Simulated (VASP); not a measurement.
Write the native input for VASP 6.6.1 that does the following.

* Task: single point
* Functional: PBE
* Dispersion: D4
* Potentials or basis: VASP PAW PBE potentials, release 64 (Ta_pv, N)
* Cutoff: 520 eV
* k mesh: 6 × 6 × 9
* Occupations: fermi-dirac, width 0.05 eV
* Spin: no spin polarisation
* Dipole correction: no
* Further INCAR settings: ALGO = Normal; EDIFF = 1e-06; NBANDS = 33

The structure of TaN lies in POSCAR:

```
TaN
1.0
    5.2216206402      0.0000000000      0.0000000000
   -2.6108103201      4.5220561234      0.0000000000
    0.0000000000      0.0000000000      2.9209757418
Ta N
3 3
Direct
    0.6666666667      0.3333333333      0.5000000000
    0.3333333333      0.6666666667      0.5000000000
    0.0000000000      0.0000000000      0.0000000000
    0.0000000000      0.5000000000      0.0000000000
    0.5000000000      0.5000000000      0.0000000000
    0.5000000000      0.0000000000      0.0000000000
```

One way to write it, as run:

INCAR

```
SYSTEM = TaN
  ALGO = Normal
  EDIFF = 1E-6
  ENCUT = 520
  GGA = PE
  ISIF = 2
  ISMEAR = -1
  IVDW = 13
  LASPH = .True.
  LCHARG = .False.
  LREAL = .False.
  LWAVE = .False.
  NBANDS = 33
  NELM = 80
  PREC = Accurate
  SIGMA = 0.05
```

KPOINTS

```
k-points
0
Gamma
  6 6 9
  0 0 0
```

Potentials or basis: VASP PAW PBE potentials, release 64 (Ta_pv, N).

Command:

```sh
$ cat potpaw_PBE.64/Ta_pv/POTCAR potpaw_PBE.64/N/POTCAR > POTCAR
$ mpirun -np 1 vasp_std > vasp.out
```

It gave:

```json
{
  "Pressure": "0.8 GPa",
  "Band gap on the k mesh": "zero (band 24 reaches 8.81 eV, above the bottom of band 25 at 6.81 eV)",
  "Dispersion energy per atom": "-0.295 eV"
}
```

Caveat: spin-orbit coupling is left out, which moves the levels of the heavy elements; pairwise dispersion overbinds metals, which lowers pressure and volume.

Run time: 32 s on 1 thread of Intel(R) Xeon(R) 6975P-C (Granite Rapids) (shared host), peak memory 0.22 GiB.
